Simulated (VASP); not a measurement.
Wanted: the native input for a VASP 6.6.1 run.

```
Task                   : single point
Functional             : PBE
Potentials or basis    : VASP PAW PBE potentials, release 64 (Na_pv, Mg, Si)
Cutoff                 : 520 eV
k mesh                 : 6 × 6 × 4
Occupations            : gaussian, width 0.1 eV
Spin                   : no spin polarisation
Dipole correction      : no
Further INCAR settings : ALGO = Normal; EDIFF = 1e-06; NBANDS = 18
```

The structure of NaMg2Si2 lies in POSCAR:

```
NaMg2Si2
1.0
    5.3566272018      0.0000000032      0.0000000000
   -2.6783136037      4.6389752337      0.0000000000
    0.0000000000      0.0000000000      5.1509054190
Na Mg Si
1 2 2
Direct
    0.0000000000      0.0000000000      0.5000000000
    0.3333333333      0.6666666667      0.5000000000
    0.6666666667      0.3333333333      0.5000000000
    0.3333333333      0.6666666667      0.0000000000
    0.6666666667      0.3333333333      0.0000000000
```

One way to write it, as run:

INCAR

```
ALGO = Normal
EDIFF = 1E-6
ENCUT = 520
GGA = PE
ISIF = 2
ISMEAR = 0
LASPH = True
LCHARG = False
LREAL = False
LWAVE = False
NBANDS = 18
NELM = 100
PREC = Accurate
SIGMA = 0.1
```

KPOINTS

```
k-points
0
Gamma
  6 6 4
```

Potentials or basis: VASP PAW PBE potentials, release 64 (Na_pv, Mg, Si).

The run is started by

```sh
$ cat potpaw_PBE.64/Na_pv/POTCAR potpaw_PBE.64/Mg/POTCAR potpaw_PBE.64/Si/POTCAR > POTCAR
$ mpirun -np 1 vasp_std > vasp.out
```

It gave:

| Property | Result |
| --- | --- |
| Pressure | 0.2 GPa |

Run time: 38 s on 1 thread of Intel(R) Xeon(R) Platinum 8259CL CPU @ 2.50GHz (Skylake/Cascade Lake) (shared host), peak memory 0.25 GiB.
